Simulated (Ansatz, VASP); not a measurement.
TiSe in VASP and in Ansatz

File INCAR:

```
SYSTEM = TiSe
ALGO = Normal
EDIFF = 1E-6
ENCUT = 500
GGA = PE
GGA_COMPAT = .FALSE.
ISIF = 2
ISMEAR = 0
ISPIN = 2
LASPH = .TRUE.
LCHARG = .TRUE.
LDAU = .TRUE.
LDAUJ = 0 0
LDAUL = 2 -1
LDAUPRINT = 1
LDAUTYPE = 2
LDAUU = 7 0
LELF = .TRUE.
LMAXMIX = 4
LORBIT = 11
LREAL = .FALSE.
LVHAR = .TRUE.
LWAVE = .FALSE.
MAGMOM = 1.94 -0.1
NBANDS = 20
NELM = 200
PREC = Accurate
SIGMA = 0.05
```

Contents of KPOINTS:

```
k-points
0
G
  6 6 6
  0 0 0
```

The input POSCAR:

```
TiSe
1.0
    3.4034008100      0.0000000000      0.0000000000
    0.0000000000      3.4034008100      0.0000000000
    0.0000000000      0.0000000000      3.4034008100
Ti Se
1 1
Direct
    0.0000000000      0.0000000000      0.0000000000
    0.5000000000      0.5000000000      0.5000000000
```

Input for Ansatz:

```yaml
crystal:
  lattice:
    - [3.40340081, 0.0, 0.0]
    - [0.0, 3.40340081, 0.0]
    - [0.0, 0.0, 3.40340081]
  atoms:
    - { symbol: Ti, position: [0.0, 0.0, 0.0], spin: 2.0 }
    - { symbol: Se, position: [0.5, 0.5, 0.5] }
basis:
  ecutwfc: 420
  ecutrho_ratio: 4
kpoints:
  mp_grid: { grid: [6, 6, 6] }
hamiltonian:
  xc: pbe
  hubbard:
    sites:
      - { site: 0, l: d, u_eff: 7.0, starting_ns: [{ spin: up, occupation_matrix: s0up }, { spin: down, occupation_matrix: s0down }] }
    occupation_matrices:
      s0up:
        matrix:
          - [0.02, 0.0, 0.0, 0.0, 0.0]
          - [0.0, 0.02, 0.0, 0.0, 0.0]
          - [0.0, 0.0, 0.02, 0.0, 0.0]
          - [0.0, 0.0, 0.0, 0.97, 0.0]
          - [0.0, 0.0, 0.0, 0.0, 0.97]
      s0down:
        matrix:
          - [0.02, 0.0, 0.0, 0.0, 0.0]
          - [0.0, 0.02, 0.0, 0.0, 0.0]
          - [0.0, 0.0, 0.02, 0.0, 0.0]
          - [0.0, 0.0, 0.0, 0.02, 0.0]
          - [0.0, 0.0, 0.0, 0.0, 0.02]
    ns_hold: { iters: 12 }
scf:
  occupations: { method: gaussian, width: 0.05 }
  lower_state_search: "off"
  max_iter: 150
output:
  forces: true
  stress: true
  eigenvalues: true
  populations: true
  hubbard: { sites: [{ site: 0, l: d }] }
magnetization:
  spin_polarized: true
```

Alike in both runs: task single point; functional PBE; k mesh 6 × 6 × 6; occupations gaussian, width 0.05 eV; collinear spin; Hubbard terms Ti d U = 7.0 eV.

|  | VASP | Ansatz |
| --- | --- | --- |
| version | VASP 6.6.1 | Ansatz 0.2.0 |
| potentials or method | VASP PAW PBE potentials, release 64 (Ti_sv, Se), cutoff 500 eV | scalar-relativistic, plane waves, PAW |
| valence electrons in the cell | 18 | 28 |

|  | VASP | Ansatz | Ansatz less VASP |
| --- | --- | --- | --- |
| pressure (GPa) | 6.5 | 10.6 | +4.16 |
| traceless stress, the component that is largest in VASP (GPa) | 0.00 | -2.95 | -2.955 |
| net moment per atom (μB) | 1.00 | 0.99 | -0.014 |
| size of the moment on the site where the two differ most (μB) | 0.03 | 0.09 | +0.061 |

Site moments also hang on the region over which each program counts them. The programs project onto different local orbitals, so the same U acts differently, and such runs can settle in different states. VASP's potentials hold 18 valence electrons a cell and Ansatz's 28, so a difference there can come from the potentials and not from the codes. Ansatz's warnings: filled band counts differ across k points, symmetry narrowed by occupation matrices.
